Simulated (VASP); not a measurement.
Input of a VASP 6.6.1 run:

INCAR

```
SYSTEM = CuO
PREC     = Accurate       ! precision mode
ENCUT    = 520            ! plane-wave cutoff, eV
EDIFF    = 1E-6           ! SCF threshold, eV
ISMEAR   = 1              ! smearing method
SIGMA    = 0.01           ! smearing width, eV
LREAL    = .False.        ! projectors in reciprocal space
LASPH    = .True.         ! aspherical terms in the spheres
NELM     = 80             ! most SCF steps
ALGO     = Normal         ! electronic algorithm
ISIF     = 2              ! what is computed and relaxed
LWAVE    = .False.        ! write WAVECAR
LCHARG   = .True.         ! write CHGCAR
GGA      = PS             ! functional
LELF     = .True.         ! ELF
LVHAR    = .True.       
NBANDS   = 25             ! bands
```

File KPOINTS:

```
Automatic mesh
0
Gamma
  16 16 8
  0 0 0
```

The input POSCAR:

```
CuO
1.0
    2.3446500000     -1.7134000000      0.0000000000
    2.3446500000      1.7134000000      0.0000000000
   -0.8605500000      0.0000000000      5.0594400000
Cu O
2 2
Direct
    0.0032000000      0.4968000000      0.0000000000
    0.4968000000      0.0032000000      0.5000000000
    0.5714000000      0.4056000000      0.2537000000
    0.4056000000      0.5714000000      0.7537000000
```

Potentials or basis: VASP PAW PBE potentials, release 64 (Cu, O).

Launch:

```sh
$ cat potpaw_PBE.64/Cu/POTCAR potpaw_PBE.64/O/POTCAR > POTCAR
$ mpirun -np 1 vasp_std > vasp.out
```

Question: Estimate the band gap on the k mesh.

Answer: Zero (bands 17 and 18 overlap by 0.73 eV).

Question: Estimate the largest force.

Answer: 0.754 eV/Å.

Stress tensor (GPa, compression positive):
```
-2.37  0.00 -1.14
 0.00 -0.08  0.00
-1.14  0.00 -3.60
```

Caveat: the PAW data sets were made with another functional, which shifts forces and pressure a little; semilocal functionals often make such compounds metallic where correlation or magnetic order opens a gap, which also shifts bond lengths. With open d or f shells a metallic result of PBEsol can be an artefact of self-interaction; +U or a hybrid may open a gap.
